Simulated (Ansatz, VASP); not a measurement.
SiN in VASP and in Ansatz

Contents of INCAR:

```
PREC = Accurate ; ENCUT = 600
EDIFF = 1E-6 ; ISMEAR = 0
SIGMA = 0.1 ; LREAL = F
LASPH = T ; NELM = 200
ALGO = Normal ; ISIF = 2
LWAVE = F ; LCHARG = F
ISPIN = 2 ; MAGMOM = 0 1
LORBIT = 11 ; GGA = PE
NBANDS = 16 ; GGA_COMPAT = F
```

Contents of KPOINTS:

```
regular mesh
0
Gamma
  8 8 8
```

POSCAR

```
SiN
1.0
    0.0000000000      1.8088130244      1.8088130244
    1.8088130244      0.0000000000      1.8088130244
    1.8088130244      1.8088130244      0.0000000000
Si N
1 1
Direct
    0.0000000000      0.0000000000      0.0000000000
    0.5000000000      0.5000000000      0.5000000000
```

Input for Ansatz:

```yaml
crystal:
  lattice:
    - [0.0, 1.8088130244, 1.8088130244]
    - [1.8088130244, 0.0, 1.8088130244]
    - [1.8088130244, 1.8088130244, 0.0]
  atoms:
    - { symbol: Si, position: [0.0, 0.0, 0.0] }
    - { symbol: "N", position: [0.5, 0.5, 0.5], spin: 1.0 }
basis:
  ecutwfc: 420
kpoints:
  mp_grid: { grid: [8, 8, 8] }
hamiltonian:
  xc: pbe
scf:
  occupations: { method: gaussian, width: 0.1 }
  lower_state_search: "off"
output:
  forces: true
  stress: true
  eigenvalues: true
  populations: true
magnetization:
  spin_polarized: true
```

Alike in both runs: task single point; functional PBE; k mesh 8 × 8 × 8; occupations gaussian, width 0.1 eV; collinear spin.

|  | VASP | Ansatz |
| --- | --- | --- |
| version | VASP 6.6.1 | Ansatz 0.2.0 |
| potentials or method | VASP PAW PBE potentials, release 64 (Si, N), cutoff 600 eV | scalar-relativistic, plane waves, PAW |
| valence electrons in the cell | 9 | 9 |

```tsv
	VASP	Ansatz	Ansatz less VASP
gap on the k mesh at the Fermi level (eV)	none	none	-
net moment per atom (μB)	0.00	0.00	0.000
```

A gap of «none» marks a metal or a gap that the smearing closes. Ansatz's warnings: seeded moment not kept.

The k mesh is coarse, so the values compare programs but aren't converged.
